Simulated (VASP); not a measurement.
Wanted: the native input for a VASP 6.6.1 run.

```yaml
Task: single point
Functional: LDA
Potentials_or_basis: VASP PAW LDA potentials, release 64 (Sn_d, Se)
Cutoff: 520 eV
k_mesh: 8 × 8 × 8
Occupations: fermi-dirac, width 0.05 eV
Spin: no spin polarisation
Dipole_correction: no
Further_INCAR_settings: ALGO = Normal; EDIFF = 1e-07; NBANDS = 17
```

The structure of SnSe lies in POSCAR:

```
SnSe
1.0
    0.0000000000      2.9693193375      2.9693193375
    2.9693193375      0.0000000000      2.9693193375
    2.9693193375      2.9693193375      0.0000000000
Sn Se
1 1
Direct
    0.0000000000      0.0000000000      0.0000000000
    0.5000000000      0.5000000000      0.5000000000
```

One way to write it, as run:

INCAR

```
ALGO = Normal ; EDIFF = 1E-7
ENCUT = 520 ; GGA = CA
ISIF = 2 ; ISMEAR = -1
LASPH = T ; LCHARG = F
LREAL = F ; LWAVE = F
NBANDS = 17 ; NELM = 60
PREC = Accurate ; SIGMA = 0.05
```

KPOINTS

```
k-points
0
Gamma
  8 8 8
```

Potentials or basis: VASP PAW LDA potentials, release 64 (Sn_d, Se).

Run with:

```console
$ cat potpaw_LDA.64/Sn_d/POTCAR potpaw_LDA.64/Se/POTCAR > POTCAR
$ mpirun -np 1 vasp_std > vasp.out
```

Results of the run:

```json
{
 "Pressure": "-1.2 GPa",
 "Band gap on the k mesh": "0.75 eV, indirect (least direct gap 0.81 eV)"
}
```

Caveat: spin-orbit coupling is left out, which moves the levels of the heavy elements.

Wall time 26 s on 1 thread of Intel Xeon 8259CL (shared host), peak memory 0.16 GiB.
